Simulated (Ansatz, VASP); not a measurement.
# Two plane-wave programs on Zr4Ag

```
Zr Ag
1.0
    -2.93131    2.93131    2.48935
     2.93131   -2.93131    2.48935
     2.93131    2.93131   -2.48935
Zr Ag
4 1
Cartesian
  1.6856 1.6856 0.0000
  1.2457 1.2457 2.4893
  1.2457 -1.2457 2.4893
  -1.2457 1.2457 2.4893
  0.0000 0.0000 0.0000
```

Alike in both runs: task relaxation of cell and atoms; functional PBE; k mesh 4 × 4 × 4; occupations gaussian, width 0.2 eV; no spin polarisation.

|  | VASP | Ansatz |
| --- | --- | --- |
| version | VASP 6.6.1 | Ansatz 0.2.0 |
| potentials or method | VASP PAW PBE potentials, release 64 (Zr_sv, Ag), cutoff 600 eV | scalar-relativistic, plane waves, PAW |
| valence electrons in the cell | 59 | 67 |

Ansatz gave:

* gap on the k mesh at the Fermi level, each at its own relaxed structure (eV): none
* relaxed volume (Å³/atom): 25.32
* relaxed cell length with the largest relative difference (Å): 5.548

Q: Which values does VASP return?

A: gap on the k mesh at the Fermi level, each at its own relaxed structure (eV): none; relaxed volume (Å³/atom): 25.48; relaxed cell length with the largest relative difference (Å): 5.560.

A gap of «none» marks a metal or a gap that the smearing closes. VASP's potentials hold 59 valence electrons a cell and Ansatz's 67, so a difference there can come from the potentials and not from the codes.

The k mesh is coarse, so the values compare programs but aren't converged. Noted on VASP's run: the volume moved by over 15 % at a fixed basis, so the end points are rough.
